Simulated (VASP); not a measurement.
# MgS (Fm-3m) in VASP: a series of runs

MgS is run at these levels: PBE0, PBE, LDA; tasks: single point.

Everything below comes from runs of VASP 6.6.1. Logs are shortened: lines on timing, memory, paths and dates and some standing lists are left out, and cuts for length are marked.

**1. The cell of the first run**

Symmetry: Fm-3m, No. 225, cubic system. The conventional cell has a = 5.203 Å, b = 5.203 Å, c = 5.203 Å, α = 90.00°, β = 90.00°, γ = 90.00°. Mg (site symmetry m-3m) has 6 S at 2.60 Å within 3.4 Å. Within 3.4 Å of S (site symmetry m-3m) lie 6 Mg at 2.60 Å.

**2. Single point, PBE0**

POSCAR

```
MgS
1.0
    0.0000000000      2.6015177399      2.6015177399
    2.6015177399      0.0000000000      2.6015177399
    2.6015177399      2.6015177399      0.0000000000
Mg S
1 1
Direct
    0.0000000000      0.0000000000      0.0000000000
    0.5000000000      0.5000000000      0.5000000000
```

INCAR.step1

```
  ALGO = Normal
  EDIFF = 1E-5
  ENCUT = 520
  GGA = PE
  ISIF = 2
  ISMEAR = 0
  LASPH = T
  LREAL = F
  LWAVE = T
  NBANDS = 11
  NELM = 100
  PREC = Accurate
  SIGMA = 0.01
```

INCAR.step2

```
  AEXX = 0.25
  ALGO = Normal
  EDIFF = 1E-6
  ENCUT = 520
  GGA = PE
  ISIF = 2
  ISMEAR = 0
  ISTART = 1
  LASPH = T
  LCHARG = T
  LELF = T
  LHFCALC = T
  LREAL = F
  LVHAR = T
  LWAVE = F
  NBANDS = 11
  NELM = 100
  PREC = Accurate
  PRECFOCK = Normal
  SIGMA = 0.01
```

KPOINTS

```
k-points
0
Gamma
  6 6 6
```

Potentials or basis: VASP PAW PBE potentials, release 64 (Mg, S).

Started as:

```sh
> cat potpaw_PBE.64/Mg/POTCAR potpaw_PBE.64/S/POTCAR > POTCAR
> cp INCAR.step1 INCAR
> mpirun -np 1 vasp_std > vasp.out
> cp INCAR.step2 INCAR
> mpirun -np 1 vasp_std > vasp.out
```

OUTCAR:

```text
AEXX = 0.25
   EDIFF = 1E-6
   ENCUT = 520
   GGA = PE
   ISIF = 2
   ISMEAR = 0
   ISTART = 1
   LASPH = T
   LHFCALC = T
   LREAL = F
   NELM = 100
   PREC = Accurate
   PRECFOCK = Normal

 ion  position               nearest neighbor table
   1  0.000  0.000  0.000-   2 2.60   2 2.60   2 2.60   2 2.60   2 2.60   2 2.60
   2  0.500  0.500  0.500-   1 2.60   1 2.60   1 2.60   1 2.60   1 2.60   1 2.60

  LATTYP: Found a face centered cubic cell.
 ALAT       =     5.2030354798

  Lattice vectors:

 A1 = (   0.0000000000,   2.6015177399,   2.6015177399)
 A2 = (   2.6015177399,   0.0000000000,   2.6015177399)
 A3 = (   2.6015177399,   2.6015177399,   0.0000000000)

Analysis of symmetry for initial positions (statically):
=====================================================================
 Subroutine PRICEL returns:
 Original cell was already a primitive cell.

 Routine SETGRP: Setting up the symmetry group for a
 face centered cubic supercell.

 Subroutine GETGRP returns: Found 48 space group operations
 (whereof 48 operations were pure point group operations)
 out of a pool of 48 trial point group operations.

The static configuration has the point symmetry O_h .

Analysis of symmetry for dynamics (positions and initial velocities):
=====================================================================
 Subroutine PRICEL returns:
 Original cell was already a primitive cell.

 Routine SETGRP: Setting up the symmetry group for a
 face centered cubic supercell.

 Subroutine GETGRP returns: Found 48 space group operations
 (whereof 48 operations were pure point group operations)
 out of a pool of 48 trial point group operations.

The dynamic configuration has the point symmetry O_h .

 Subroutine INISYM returns: Found 48 space group operations
 (whereof 48 operations are pure point group operations),
 and found     1 'primitive' translations

----------------------------------------------------------------------------------------

                                     Primitive cell

  volume of cell :      35.2136

  direct lattice vectors                    reciprocal lattice vectors
     0.000000000  2.601517740  2.601517740    -0.192195499  0.192195499  0.192195499
     2.601517740  0.000000000  2.601517740     0.192195499 -0.192195499  0.192195499
     2.601517740  2.601517740  0.000000000     0.192195499  0.192195499 -0.192195499

  length of vectors
     3.679101671  3.679101671  3.679101671     0.332892369  0.332892369  0.332892369

  position of ions in fractional coordinates (direct lattice)
     0.000000000  0.000000000  0.000000000
     0.500000000  0.500000000  0.500000000

  ion indices of the primitive-cell ions
   primitive index   ion index
                 1           1
                 2           2

----------------------------------------------------------------------------------------

 KPOINTS: k-points

Automatic generation of k-mesh.
 Grid dimensions read from file:
 generate k-points for:    6    6    6

 Generating k-lattice:

  Cartesian coordinates                     Fractional coordinates (reciprocal lattice)
    -0.032032583  0.032032583  0.032032583     0.166666667  0.000000000  0.000000000
     0.032032583 -0.032032583  0.032032583     0.000000000  0.166666667  0.000000000
     0.032032583  0.032032583 -0.032032583     0.000000000  0.000000000  0.166666667

  Length of vectors
     0.055482062  0.055482062  0.055482062

  Shift w.r.t. Gamma in fractional coordinates (k-lattice)
     0.000000000  0.000000000  0.000000000

 Subroutine IBZKPT returns following result:
 ===========================================

 Found     16 irreducible k-points:

 Following reciprocal coordinates:
            Coordinates               Weight
  0.000000  0.000000  0.000000      1.000000
  0.166667  0.000000  0.000000      8.000000
  0.333333  0.000000  0.000000      8.000000
  0.500000  0.000000  0.000000      4.000000
  0.166667  0.166667  0.000000      6.000000
  0.333333  0.166667  0.000000     24.000000
[... 8 lines left out ...]
 -0.333333  0.333333  0.166667     24.000000
 -0.333333  0.500000  0.166667     12.000000
   k-points           NKPTS =     16   k-points in BZ     NKDIM =    216   number of bands    NBANDS=     11
   number of dos      NEDOS =    301   number of ions     NIONS =      2
   total plane-waves  NPLWV =  21952
   dimension x,y,z NGX =    28 NGY =   28 NGZ =   28
   dimension x,y,z NGXF=    56 NGYF=   56 NGZF=   56
   ions per type =               1   1
   NGX,Y,Z   is equivalent  to a cutoff of  12.65, 12.65, 12.65 a.u.
   NGXF,Y,Z  is equivalent  to a cutoff of  25.30, 25.30, 25.30 a.u.
 SYSTEM =  unknown system
   PREC   = accura    normal or accurate (medium, high low for compatibility)
   ISTART =      1    job   : 0-new  1-cont  2-samecut
   ICHARG =      0    charge: 1-file 2-atom 10-const
   ISPIN  =      1    spin polarized calculation?
   LNONCOLLINEAR =      F non collinear calculations
   LSORBIT =      F    spin-orbit coupling
   LASPH  =      T    aspherical Exc in radial PAW
   ENCUT  =  520.0 eV  38.22 Ry    6.18 a.u.   6.84  6.84  6.84*2*pi/ulx,y,z
   NELM   =    100;   NELMIN=  2; NELMDL=  0     # of ELM steps
   EDIFF  = 0.1E-05   stopping-criterion for ELM
   LREAL  =      F    real-space projection
   EDIFFG = 0.1E-04   stopping-criterion for IOM
   NSW    =      0    number of steps for IOM
   IBRION =     -1    ionic relax: 0-MD 1-quasi-New 2-CG
   NFREE  =      0    steps in history (QN), initial steepest desc. (CG)
   ISIF   =      2    stress and relaxation
   ISYM   =      3    0-nonsym 1-usesym 2-fastsym
   POTIM  = 0.5000    time-step for ionic-motion
   TEBEG  =    0.0;   TEEND  =   0.0 temperature during run
   PSTRESS=    0.0 pullay stress
   NELECT =       8.0000    total number of electrons
   NUPDOWN=      -1.0000    fix difference up-down
   EMIN   =  10.00;   EMAX   =-10.00  energy-range for DOS
   EFERMI =   0.00;   METHOD = LEGACY
   ISMEAR =     0;   SIGMA  =   0.01  broadening in eV -4-tet -1-fermi 0-gaus
   EFERMI_NEDOS =   21; number of points for ismear=-14 and -15
   IALGO  =     38    algorithm
   IMIX   =      1    mixing-type and parameters
     AMIX     =   0.40;   BMIX     =  1.00
     AMIX_MAG =   1.60;   BMIX_MAG =  1.00
  volume/ion in A,a.u.               =      17.61       118.82
  Fermi-wavevector in a.u.,A,eV,Ry     =   0.998929  1.887702 13.576703  0.997860
  Thomas-Fermi vector in A             =   2.131185
   LORBIT       =      0    0 simple, 1 ext, 2 COOP (PROOUT), +10 PAW based schemes
   GGA     = PE    functional components
   LHFCALC =     T    Hartree Fock is set to
   PRECFOCK=normal    Normal, Fast or Accurate (Low or Medium for compatibility)
   ENCUT4O =  -1.0   cutoff for four orbital integrals eV
   NKREDX  =     1    reduce k-point grid by
   NKREDY  =     1    reduce k-point grid by
   NKREDZ  =     1    reduce k-point grid by
   AEXX    =    0.2500 exact exchange contribution
   HFSCREEN=    0.0000 screening length (either q_TF or 0.3 A-1)
   HFSCREENC=   0.0000 screening length for correlation (either q_TF or 0.3 A-1)
   ENCUTFOCK=  -1.0 apply spherical cutoff to Coloumb kernel
   IVDW    =     0    specifies the selected vdW correction
   LEPSILON=     F    determine dielectric tensor
   LRPA    =     F    only Hartree local field effects (RPA)
 non-spin polarized calculation
 Gauss-broadening in eV      SIGMA  =   0.01
  energy-cutoff  :      520.00
  volume of cell :       35.21
 maximum number of plane-waves:       960
  NGX = 24; NGY = 24; NGZ = 24

 number of electron       8.0000000 magnetization

 Free energy of the ion-electron system (eV)
  ---------------------------------------------------
  ext. energy  EPLUGINS =         0.00000000
  ---------------------------------------------------
  free energy    TOTEN  =       -10.45073001 eV

  energy without entropy =      -10.45073001  energy(sigma->0) =      -10.45073001

 E-fermi :   2.7763     XC(G=0):  -7.6525

 val. band max:        2.6868438387   @ k =   0.0000   0.0000   0.0000
 cond. band min:       7.1770911105   @ k =   0.5000   0.5000   0.0000
 fundamental gap:      4.4902472718
 Fermi energy:         2.7762731188

 k-point     1 :       0.0000    0.0000    0.0000
  band No.  band energies     occupation
      1     -11.3310      2.00000
      2       2.6868      2.00000
      3       2.6868      2.00000
      4       2.6868      2.00000
      5       8.2012      0.00000
      6      12.5486      0.00000
      7      12.5486      0.00000
      8      12.5486      0.00000
      9      15.1537      0.00000
     10      15.1537      0.00000
     11      17.1548      0.00000

 k-point     2 :       0.1667    0.0000    0.0000
  band No.  band energies     occupation
      1     -11.0415      2.00000
      2       0.9383      2.00000
      3       2.5019      2.00000
      4       2.5019      2.00000
      5       9.3259      0.00000
      6      12.2596      0.00000
      7      12.8475      0.00000
      8      12.8475      0.00000
      9      14.3996      0.00000
     10      14.3996      0.00000
     11      17.2779      0.00000

 k-point     3 :       0.3333    0.0000    0.0000
  band No.  band energies     occupation
      1     -10.3423      2.00000
      2      -1.5293      2.00000
      3       2.1791      2.00000
      4       2.1791      2.00000
      5       9.2310      0.00000
      6      11.9528      0.00000
      7      11.9528      0.00000
      8      14.2163      0.00000
      9      16.3248      0.00000
     10      16.3459      0.00000
     11      16.3459      0.00000
[... 155 lines left out ...]
 k-point    15 :      -0.3333    0.3333    0.1667
  band No.  band energies     occupation
      1      -9.5597      2.00000
      2      -1.6289      2.00000
      3      -0.2978      2.00000
      4       0.9660      2.00000
      5       9.8683      0.00000
      6      11.2870      0.00000
      7      13.3902      0.00000
      8      13.6701      0.00000
      9      17.0930      0.00000
     10      18.9035      0.00000
     11      20.8033      0.00000

 k-point    16 :      -0.3333    0.5000    0.1667
  band No.  band energies     occupation
      1      -9.4455      2.00000
      2      -1.4611      2.00000
      3      -0.1519      2.00000
      4       0.2952      2.00000
      5       8.8999      0.00000
      6      10.7100      0.00000
      7      13.9378      0.00000
      8      14.5729      0.00000
      9      18.8130      0.00000
     10      20.0617      0.00000
     11      20.5408      0.00000

------------------------ aborting loop because EDIFF is reached ----------------------------------------

  FORCE on cell =-STRESS in cart. coord.  units (eV):
  Direction    XX          YY          ZZ          XY          YZ          ZX
  --------------------------------------------------------------------------------------
  -------------------------------------------------------------------------------------
  Total       -0.1626915     -0.1626915     -0.1626915     -0.0000000      0.0000000     -0.0000000
  in kB       -7.4022730     -7.4022730     -7.4022730     -0.0000000      0.0000000     -0.0000000
  external PRESSURE =      -7.4022730 kB  Pullay stress =       0.0000000 kB

 VOLUME and BASIS-vectors are now :
 -----------------------------------------------------------------------------
  energy-cutoff  :      520.00
  volume of cell :       35.21
      direct lattice vectors                 reciprocal lattice vectors
     0.000000000  2.601517740  2.601517740    -0.192195499  0.192195499  0.192195499
     2.601517740  0.000000000  2.601517740     0.192195499 -0.192195499  0.192195499
     2.601517740  2.601517740  0.000000000     0.192195499  0.192195499 -0.192195499

 POSITION                                       TOTAL-FORCE (eV/Angst)
 -----------------------------------------------------------------------------------
      0.00000      0.00000      0.00000         0.000000     -0.000000     -0.000000
      2.60152      2.60152      2.60152        -0.000000      0.000000      0.000000
 -----------------------------------------------------------------------------------
    total drift:                               -0.000000     -0.000000      0.000000

  FREE ENERGIE OF THE ION-ELECTRON SYSTEM (eV)
  ---------------------------------------------------
  free  energy   TOTEN  =       -10.4507300072 eV

  energy  without entropy=      -10.4507300072  energy(sigma->0) =      -10.45073001
```

Wall time 6.5 min (1 thread of Intel Xeon 6975P-C (Granite Rapids), shared host); peak memory 0.17 GiB.

What came out:

```
Free energy            : -10.4507 eV
Pressure               : -0.7 GPa
Band gap on the k mesh : 4.49 eV (least direct gap 5.51 eV)
```

Caveat: the PAW data sets were made with another functional, which shifts forces and pressure a little. A k mesh can miss the band edges.

**3. Single point, PBE**

INCAR

```
  ALGO = Normal
  EDIFF = 1E-6
  ENCUT = 520
  GGA = PE
  ISIF = 2
  ISMEAR = 0
  LASPH = True
  LCHARG = False
  LREAL = False
  LWAVE = False
  NBANDS = 11
  NELM = 60
  PREC = Accurate
  SIGMA = 0.01
```

KPOINTS is that of step 2.

POSCAR is that of step 2.

Potentials or basis: VASP PAW PBE potentials, release 64 (Mg, S).

Started as:

```sh
> cat potpaw_PBE.64/Mg/POTCAR potpaw_PBE.64/S/POTCAR > POTCAR
> mpirun -np 1 vasp_std > vasp.out
```

It took 8 s on 1 thread of Intel Xeon 8259CL, shared host; peak memory 0.15 GiB.

The run converged. Its results:

```yaml
Free_energy: -8.4992 eV
Pressure: 0.9 GPa
Band_gap_on_the_k_mesh: 2.77 eV (least direct gap 3.71 eV)
```

Levels at points of the mesh, in eV from the valence-band top:
```
           k point  band 1  band 2  band 3  band 4  band 5  band 6  band 7  band 8
(0.00, 0.00, 0.00)  -12.67    0.00    0.00    0.00    3.71    7.95    7.95    7.95
(0.50, 0.00, 0.00)  -11.36   -4.83   -0.59   -0.59    4.55    6.91    6.91   10.11
(0.50, 0.50, 0.00)  -10.99   -4.19   -1.68   -1.68    2.77    4.39   12.01   12.82
```

(Part 1 of 2 ends here.)
